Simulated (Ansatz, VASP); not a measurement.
**ReO3F in VASP and in Ansatz**

INCAR

```
  PREC = Accurate
  ENCUT = 520
  EDIFF = 1E-6
  ISMEAR = 0
  SIGMA = 0.01
  LREAL = False
  LASPH = True
  NELM = 150
  ALGO = Normal
  ISIF = 2
  LWAVE = False
  LCHARG = False
  LNONCOLLINEAR = True
  MAGMOM = 0 0 0 0 0 0 0 0 0 0 0 0 0 0 0
  LORBIT = 11
  LSORBIT = True
  GGA_COMPAT = False
  LORBMOM = True
  LMAXMIX = 4
  GGA = PE
  NBANDS = 47
```

File KPOINTS:

```
Automatic mesh
0
Gamma
  1 1 1
```

POSCAR

```
ReO3F
1.0
   11.0900000000      0.0000000000      0.0000000000
    0.0000000000     11.0900000000      0.0000000000
    0.0000000000      0.0000000000     11.0900000000
Re O F
1 3 1
Direct
    0.5029738500      0.4967421100      0.5029738500
    0.5939450000      0.5826041500      0.5939450000
    0.4171118100      0.4057709600      0.5939450000
    0.5939450000      0.4057709600      0.4171118100
    0.4057709600      0.5939450000      0.4057709600
```

Input for Ansatz:

```yaml
crystal:
  lattice:
    - [11.09, 0.0, 0.0]
    - [0.0, 11.09, 0.0]
    - [0.0, 0.0, 11.09]
  atoms:
    - { symbol: Re, position: [0.50297385, 0.49674211, 0.50297385] }
    - { symbol: O, position: [0.593945, 0.58260415, 0.593945] }
    - { symbol: O, position: [0.41711181, 0.40577096, 0.593945] }
    - { symbol: O, position: [0.593945, 0.40577096, 0.41711181] }
    - { symbol: F, position: [0.40577096, 0.593945, 0.40577096] }
basis:
  ecutwfc: 420
  ecutrho_ratio: 4
kpoints:
  mp_grid: { grid: [1, 1, 1] }
hamiltonian:
  xc: pbe
scf:
  occupations: { method: gaussian, width: 0.01 }
output:
  forces: true
  eigenvalues: true
  populations: true
  write_density: true
  write_potential: true
  elf: true
  volumetric_format: npy
magnetization:
  noncollinear: true
  spin_orbit: true
```

Alike in both runs: task single point; functional PBE; k mesh 1 × 1 × 1; occupations gaussian, width 0.01 eV; non-collinear spin, spin-orbit coupling.

|  | VASP | Ansatz |
| --- | --- | --- |
| version | VASP 6.6.1 | Ansatz 0.2.0 |
| potentials or method | VASP PAW PBE potentials, release 64 (Re, O, F), cutoff 520 eV | plane waves, PAW |
| valence electrons in the cell | 32 | 40 |

Ansatz gave:

* rms of the force components (eV/Å): 0.284
* net moment per atom (μB): 0.00

Task: Which values does VASP return?

Result: rms of the force components (eV/Å): 0.166; net moment per atom (μB): 0.00.

Atom by atom the forces differ by 0.437 eV/Å (rms over components). One of these differences is far larger than is usual between the two programs; its cause wasn't traced. VASP's potentials hold 32 valence electrons a cell and Ansatz's 40, so a difference there can come from the potentials and not from the codes. Ansatz's warnings: xc potential rough in thin density.
